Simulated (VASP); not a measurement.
A run of VASP 6.6.1:

Contents of INCAR:

```
PREC = Accurate ; ENCUT = 600
EDIFF = 1E-6 ; ISMEAR = 0
SIGMA = 0.1 ; LREAL = False
LASPH = True ; NELM = 80
ALGO = Normal ; ISIF = 3
LWAVE = False ; LCHARG = False
GGA = PE ; IBRION = 2
NSW = 100 ; EDIFFG = -0.01
```

The input KPOINTS:

```
regular mesh
0
Gamma
  14 14 14
```

File POSCAR:

```
Be2Se
1.0
    0.0000000000      2.7793710408      2.7793710408
    2.7793710408      0.0000000000      2.7793710408
    2.7793710408      2.7793710408      0.0000000000
Be Se
2 1
Direct
    0.2500000000      0.2500000000      0.2500000000
    0.5000000000      0.5000000000      0.5000000000
    0.0000000000      0.0000000000      0.0000000000
```

Potentials or basis: VASP PAW PBE potentials, release 64 (Be, Se).

The run is started by

```sh
$ cat potpaw_PBE.64/Be/POTCAR potpaw_PBE.64/Se/POTCAR > POTCAR
$ mpirun -np 1 vasp_std > vasp.out
```

Hardware: 1 thread of Intel(R) Xeon(R) 6975P-C (Granite Rapids), on a shared host.

**Question.** How long does it take, and how much memory?

**Answer.** It took 22 s on 1 thread of Intel(R) Xeon(R) 6975P-C (Granite Rapids), with other jobs on the host, peak memory 0.21 GiB. Counts: scf iterations 12, k points 104, ion steps 1.
